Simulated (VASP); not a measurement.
Runs of VASP 6.6.1 on SiC (Moissanite). Symmetry: P6_3mc, No. 186, hexagonal system. Conventional cell: a = 3.076 Å, b = 3.076 Å, c = 5.048 Å, α = 90.00°, β = 90.00°, γ = 120.00°. Si (site symmetry 3m) has 4 C at 1.87 to 1.94 Å within 2.5 Å. Within 2.5 Å of C (site symmetry 3m) lie 4 Si at 1.87 to 1.94 Å. 

```csv
k mesh,gap on the mesh (eV),pressure (GPa),largest force (eV/Å)
3 × 3 × 2,(b),(a),0.58
12 × 12 × 4,2.32,3.6,0.75
6 × 6 × 2,2.32,3.7,0.72
6 × 6 × 4,2.32,3.6,0.75
12 × 12 × 6,2.32,3.6,0.75
```

Alike in all rows: task single point; level PBE; potentials or basis VASP PAW PBE potentials, release 64 (Si, C); no spin polarisation; cell as given; cutoff (eV) 520; smearing fermi-dirac 0.05 eV.

Estimate the missing entries.

(a) 4.3; (b) 2.26.

Caveats: some runs use coarse meshes.

A k mesh can miss the band edges.
